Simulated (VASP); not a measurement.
# Ti3H in VASP: single point with PBE

Aim: the single point of Ti3H with PBE.

Program: VASP 6.6.1. These are calculated values, not measurements. Logs are shortened: lines on timing, memory, paths and dates and some standing lists are left out, and cuts for length are marked.

**1. The cell of the first run**

The cell holds a slab with vacuum, 8 atoms: a = 4.604 Å, b = 4.604 Å, c = 22.497 Å, α = 90.00°, β = 90.00°, γ = 120.00°.

**2. Single point, PBE**

INCAR reads:

```
SYSTEM = Ti3H
PREC = Accurate
ENCUT = 520
EDIFF = 1E-6
ISMEAR = 0
SIGMA = 0.1
LREAL = .False.
LASPH = .True.
NELM = 60
ALGO = Normal
ISIF = 2
LWAVE = .False.
LCHARG = .False.
LDIPOL = .True.
IDIPOL = 3
DIPOL = 0.5 0.5 0.318
GGA = PE
NBANDS = 47
```

KPOINTS reads:

```
regular mesh
0
Gamma
  6 6 1
  0 0 0
```

POSCAR reads:

```
Ti3H
1.0
    4.6039800811      0.0000000000      0.0000000000
   -2.3019900405      3.9871637087      0.0000000000
    0.0000000000      0.0000000000     22.4969948581
Ti H
6 2
Direct
    0.6666666667      0.3333333333      0.1778015253
    0.3333333333      0.6666666667      0.2195752601
    0.0000000000      0.0000000000      0.2613489950
    0.6666666667      0.3333333333      0.2980583739
    0.3333333333      0.6666666667      0.3304600279
    0.0000000000      0.0000000000      0.3776946615
    0.1671751195      0.8328248805      0.4403696992
    0.4994915471      0.5005084529      0.4403696992
```

Potentials or basis: VASP PAW PBE potentials, release 64 (Ti_sv, H).

Launch:

```
$ cat potpaw_PBE.64/Ti_sv/POTCAR potpaw_PBE.64/H/POTCAR > POTCAR
$ mpirun -np 1 vasp_std > vasp.out
```

OUTCAR:

```text
SYSTEM = Ti3H
   PREC = Accurate
   ENCUT = 520
   EDIFF = 1E-6
   ISMEAR = 0
   LREAL = .False.
   LASPH = .True.
   NELM = 60
   ISIF = 2
   GGA = PE

 ion  position               nearest neighbor table
   1  0.667  0.333  0.178-   4 2.71   2 2.82   2 2.82   2 2.82
   2  0.333  0.667  0.220-   5 2.49   1 2.82   1 2.82   3 2.82   1 2.82   3 2.82   3 2.82
   3  0.000  0.000  0.261-   6 2.62   4 2.78   4 2.78   4 2.78   2 2.82   2 2.82   2 2.82
   4  0.667  0.333  0.298-   1 2.71   5 2.76   5 2.76   5 2.76   3 2.78   3 2.78   3 2.78
   5  0.333  0.667  0.330-   2 2.49   4 2.76   4 2.76   4 2.76   6 2.86   6 2.86   6 2.86
   6  0.000  0.000  0.378-   3 2.62   5 2.86   5 2.86   5 2.86
   7  0.167  0.833  0.440-
   8  0.499  0.501  0.440-

  LATTYP: Found a hexagonal cell.
 ALAT       =     4.6039800811
 C/A-ratio  =     4.8864231517

  Lattice vectors:

 A1 = (   4.6039800811,   0.0000000000,   0.0000000000)
 A2 = (  -2.3019900405,   3.9871637087,   0.0000000000)
 A3 = (   0.0000000000,   0.0000000000,  22.4969948581)

Analysis of symmetry for initial positions (statically):
=====================================================================
 Subroutine PRICEL returns:
 Original cell was already a primitive cell.

 Routine SETGRP: Setting up the symmetry group for a
 hexagonal supercell.

 Subroutine GETGRP returns: Found  2 space group operations
 (whereof  2 operations were pure point group operations)
 out of a pool of 24 trial point group operations.

The static configuration has the point symmetry C_1h.

Analysis of symmetry for dynamics (positions and initial velocities):
=====================================================================
 Subroutine PRICEL returns:
 Original cell was already a primitive cell.

 Routine SETGRP: Setting up the symmetry group for a
 hexagonal supercell.

 Subroutine GETGRP returns: Found  2 space group operations
 (whereof  2 operations were pure point group operations)
 out of a pool of 24 trial point group operations.

The dynamic configuration has the point symmetry C_1h.

 Subroutine INISYM returns: Found  2 space group operations
 (whereof  2 operations are pure point group operations),
 and found     1 'primitive' translations

----------------------------------------------------------------------------------------

                                     Primitive cell

  volume of cell :     412.9733

  direct lattice vectors                    reciprocal lattice vectors
     4.603980081  0.000000000  0.000000000     0.217203372  0.125402426  0.000000000
    -2.301990040  3.987163709  0.000000000     0.000000000  0.250804851  0.000000000
     0.000000000  0.000000000 22.496994858     0.000000000  0.000000000  0.044450381

  length of vectors
     4.603980081  4.603980081 22.496994858     0.250804851  0.250804851  0.044450381

  position of ions in fractional coordinates (direct lattice)
     0.666666667  0.333333333  0.177801525
     0.333333333  0.666666667  0.219575260
     0.000000000  0.000000000  0.261348995
     0.666666667  0.333333333  0.298058374
     0.333333333  0.666666667  0.330460028
     0.000000000  0.000000000  0.377694662
     0.167175120  0.832824880  0.440369699
     0.499491547  0.500508453  0.440369699

  ion indices of the primitive-cell ions
   primitive index   ion index
                 1           1
                 2           2
                 3           3
                 4           4
                 5           5
                 6           6
                 7           7
                 8           8

----------------------------------------------------------------------------------------

 KPOINTS: regular mesh

Automatic generation of k-mesh.
 Grid dimensions read from file:
 generate k-points for:    6    6    1

 Generating k-lattice:

  Cartesian coordinates                     Fractional coordinates (reciprocal lattice)
     0.036200562  0.020900404  0.000000000     0.166666667  0.000000000  0.000000000
     0.000000000  0.041800809  0.000000000     0.000000000  0.166666667  0.000000000
     0.000000000  0.000000000  0.044450381     0.000000000  0.000000000  1.000000000

  Length of vectors
     0.041800809  0.041800809  0.044450381

  Shift w.r.t. Gamma in fractional coordinates (k-lattice)
     0.000000000  0.000000000  0.000000000

 Subroutine IBZKPT returns following result:
 ===========================================

 Found     13 irreducible k-points:

 Following reciprocal coordinates:
            Coordinates               Weight
  0.000000  0.000000  0.000000      1.000000
  0.166667  0.000000  0.000000      4.000000
 -0.166667  0.166667  0.000000      2.000000
  0.333333  0.000000  0.000000      4.000000
 -0.333333  0.333333  0.000000      2.000000
  0.500000 -0.000000  0.000000      2.000000
  0.500000  0.500000  0.000000      1.000000
  0.166667  0.166667  0.000000      2.000000
 -0.166667  0.333333  0.000000      4.000000
  0.333333  0.166667  0.000000      4.000000
 -0.166667  0.500000  0.000000      4.000000
  0.500000  0.333333  0.000000      4.000000
  0.333333  0.333333  0.000000      2.000000
   k-points           NKPTS =     13   k-points in BZ     NKDIM =     13   number of bands    NBANDS=     47
   number of dos      NEDOS =    301   number of ions     NIONS =      8
   total plane-waves  NPLWV = 217728
   dimension x,y,z NGX =    36 NGY =   36 NGZ =  168
   dimension x,y,z NGXF=    72 NGYF=   72 NGZF=  336
   ions per type =               6   2
   NGX,Y,Z   is equivalent  to a cutoff of  13.00, 13.00, 12.41 a.u.
   NGXF,Y,Z  is equivalent  to a cutoff of  26.00, 26.00, 24.83 a.u.
 SYSTEM =  Ti3H
   PREC   = accura    normal or accurate (medium, high low for compatibility)
   ISTART =      0    job   : 0-new  1-cont  2-samecut
   ICHARG =      2    charge: 1-file 2-atom 10-const
   ISPIN  =      1    spin polarized calculation?
   LNONCOLLINEAR =      F non collinear calculations
   LSORBIT =      F    spin-orbit coupling
   LASPH  =      T    aspherical Exc in radial PAW
   ENCUT  =  520.0 eV  38.22 Ry    6.18 a.u.   8.56  8.56 41.83*2*pi/ulx,y,z
   NELM   =     60;   NELMIN=  2; NELMDL= -5     # of ELM steps
   EDIFF  = 0.1E-05   stopping-criterion for ELM
   LREAL  =      F    real-space projection
   EDIFFG = 0.1E-04   stopping-criterion for IOM
   NSW    =      0    number of steps for IOM
   IBRION =     -1    ionic relax: 0-MD 1-quasi-New 2-CG
   NFREE  =      0    steps in history (QN), initial steepest desc. (CG)
   ISIF   =      2    stress and relaxation
   ISYM   =      2    0-nonsym 1-usesym 2-fastsym
   POTIM  = 0.5000    time-step for ionic-motion
   TEBEG  =    0.0;   TEEND  =   0.0 temperature during run
   PSTRESS=    0.0 pullay stress
   NELECT =      74.0000    total number of electrons
   NUPDOWN=      -1.0000    fix difference up-down
   EMIN   =  10.00;   EMAX   =-10.00  energy-range for DOS
   EFERMI =   0.00;   METHOD = LEGACY
   ISMEAR =     0;   SIGMA  =   0.10  broadening in eV -4-tet -1-fermi 0-gaus
   EFERMI_NEDOS =   21; number of points for ismear=-14 and -15
   IALGO  =     38    algorithm
   IMIX   =      4    mixing-type and parameters
     AMIX     =   0.40;   BMIX     =  1.00
     AMIX_MAG =   1.60;   BMIX_MAG =  1.00
  volume/ion in A,a.u.               =      51.62       348.36
  Fermi-wavevector in a.u.,A,eV,Ry     =   0.922950  1.744122 11.589936  0.851836
  Thomas-Fermi vector in A             =   2.048533
   LORBIT       =      0    0 simple, 1 ext, 2 COOP (PROOUT), +10 PAW based schemes
   GGA     = PE    functional components
   LHFCALC =     F    Hartree Fock is set to
   AEXX    =    0.0000 exact exchange contribution
   IVDW    =     0    specifies the selected vdW correction
   LEPSILON=     F    determine dielectric tensor
   LRPA    =     F    only Hartree local field effects (RPA)
 non-spin polarized calculation
 Gauss-broadening in eV      SIGMA  =   0.10
  energy-cutoff  :      520.00
  volume of cell :      412.97
 maximum number of plane-waves:     11163
 NGX is ok and might be reduce to    36
   NGX = 17   NGY = 17   NGZ = 83

 dipolmoment           0.000000      0.000000     -0.235243 electrons x Angstroem

 number of electron      73.9999981 magnetization

 dipolmoment           0.000000      0.000000      0.239486 electrons x Angstroem

 Free energy of the ion-electron system (eV)
  ---------------------------------------------------
  ext. energy  EPLUGINS =         0.00000000
  ---------------------------------------------------
  free energy    TOTEN  =       -47.43920579 eV

  energy without entropy =      -47.35028311  energy(sigma->0) =      -47.39474445

 E-fermi :  -1.2527     XC(G=0):  -4.0596

 val. band max:       -1.2883022631   @ k =   0.0000   0.0000   0.0000
 cond. band min:      -1.2468811046   @ k =   0.5000   0.3333   0.0000
 fundamental gap:      0.0414211584
 Fermi energy:        -1.2527206426

 k-point     1 :       0.0000    0.0000    0.0000
  band No.  band energies     occupation
      1     -58.3490      2.00000
      2     -58.3455      2.00000
      3     -57.7834      2.00000
      4     -57.6534      2.00000
      5     -57.6444      2.00000
      6     -57.5416      2.00000
[... 39 lines left out ...]
     46       0.5274      0.00000
     47       0.5288      0.00000

 k-point     2 :       0.1667    0.0000    0.0000
  band No.  band energies     occupation
      1     -58.3483      2.00000
      2     -58.3451      2.00000
      3     -57.7735      2.00000
      4     -57.6555      2.00000
      5     -57.6499      2.00000
      6     -57.5451      2.00000
[... 542 lines left out ...]
 k-point    13 :       0.3333    0.3333    0.0000
  band No.  band energies     occupation
      1     -58.3463      2.00000
      2     -58.3433      2.00000
      3     -57.7146      2.00000
      4     -57.6849      2.00000
      5     -57.6723      2.00000
      6     -57.5570      2.00000
[... 39 lines left out ...]
     46       0.1413      0.00000
     47       0.4610      0.00000

------------------------ aborting loop because EDIFF is reached ----------------------------------------

 vacuum level on the upper side and lower side of the slab       (xc-potential included)         0.999        -1.295

  FORCE on cell =-STRESS in cart. coord.  units (eV):
  Direction    XX          YY          ZZ          XY          YZ          ZX
  --------------------------------------------------------------------------------------
  -------------------------------------------------------------------------------------
  Total       -3.5759397     -4.1512390     -4.5702484     -0.4982238      0.0224666     -0.0389120
  in kB      -13.8732672    -16.1052068    -17.7308016     -1.9329164      0.0871616     -0.1509634
  external PRESSURE =     -15.9030919 kB  Pullay stress =       0.0000000 kB

 VOLUME and BASIS-vectors are now :
 -----------------------------------------------------------------------------
  energy-cutoff  :      520.00
  volume of cell :      412.97
      direct lattice vectors                 reciprocal lattice vectors
     4.603980081  0.000000000  0.000000000     0.217203372  0.125402426  0.000000000
    -2.301990040  3.987163709  0.000000000     0.000000000  0.250804851  0.000000000
     0.000000000  0.000000000 22.496994858     0.000000000  0.000000000  0.044450381

 POSITION                                       TOTAL-FORCE (eV/Angst)
 -----------------------------------------------------------------------------------
      2.30199      1.32905      4.00000        -0.032392      0.018701      0.094433
     -0.00000      2.65811      4.93978        -0.012886      0.007440      0.316417
      0.00000      0.00000      5.87957        -0.001613      0.000931     -0.778141
      2.30199      1.32905      6.70542        -0.004777      0.002758     -0.483496
     -0.00000      2.65811      7.43436        -0.175628      0.101399      1.717077
      0.00000      0.00000      8.49699         0.532242     -0.307290      2.012219
     -1.14748      3.32061      9.90699        -0.070543      0.040728     -1.132223
      1.14748      1.99561      9.90699        -0.234403      0.135333     -1.746287
 -----------------------------------------------------------------------------------
    total drift:                               -0.000015      0.000009      0.000261

  FREE ENERGIE OF THE ION-ELECTRON SYSTEM (eV)
  ---------------------------------------------------
  free  energy   TOTEN  =       -47.4392057906 eV

  energy  without entropy=      -47.3502831118  energy(sigma->0) =      -47.39474445

 vacuum level on the upper side and lower side of the slab         4.384         2.032
```

Run time: 15 min. Hardware: 1 thread of Intel Xeon Platinum 8375C at 2.90GHz (Ice Lake), shared host; peak memory 0.55 GiB.

What came out:

```
Free energy            : -47.4392 eV
Largest force          : 2.104 eV/Å
Band gap on the k mesh : zero (bands 37 and 38 overlap by 0.23 eV)
```

Forces on the atoms (eV/Å):
```
Ti  -0.032  0.019  0.094
Ti  -0.013  0.007  0.316
Ti  -0.002  0.001 -0.778
Ti  -0.005  0.003 -0.483
Ti  -0.176  0.101  1.717
Ti   0.532 -0.307  2.012
H   -0.071  0.041 -1.132
H   -0.234  0.135 -1.746
```

The gap in the log of VASP goes by the Fermi energy; the results here count the filled bands.